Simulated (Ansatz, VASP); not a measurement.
# Be3CdS4: VASP beside Ansatz

```
CELL_PARAMETERS angstrom
-2.58343 2.58343 5.06453
2.58343 -2.58343 5.06453
2.58343 2.58343 -5.06453
ATOMIC_POSITIONS crystal
Be 0.25000 0.75000 0.50000
Be 0.75000 0.25000 0.50000
Be 0.50000 0.50000 0.00000
Cd 0.00000 0.00000 0.00000
S 0.58097 0.58097 0.43777
S 0.14319 0.14319 0.56223
S 0.85681 0.41903 0.00000
S 0.41903 0.85681 0.00000
```

Alike in both runs: functional PBE; k mesh 6 × 6 × 6; occupations gaussian, width 0.02 eV; no spin polarisation.

Ansatz relaxed the structure, and its values are those at the end. VASP's run is a single point on that final structure, the one shown.

|  | VASP | Ansatz |
| --- | --- | --- |
| version | VASP 6.6.1 | Ansatz 0.2.0 |
| potentials or method | VASP PAW PBE potentials, release 64 (Be, Cd, S), cutoff 520 eV | scalar-relativistic, plane waves, PAW |
| valence electrons in the cell | 42 | 50 |

```csv
,VASP,Ansatz,Ansatz less VASP
gap on the k mesh at the Fermi level (eV),3.21,3.20,-0.003
least direct gap on the mesh (eV),3.21,3.20,-0.003
pressure (GPa),0.1,0.0,-0.16
rms of the force components (eV/Å),0.016,0.001,-0.0158
```

The functional is the same, so the differences come from potentials, cutoffs and numerics. VASP's potentials hold 42 valence electrons a cell and Ansatz's 50, so a difference there can come from the potentials and not from the codes.
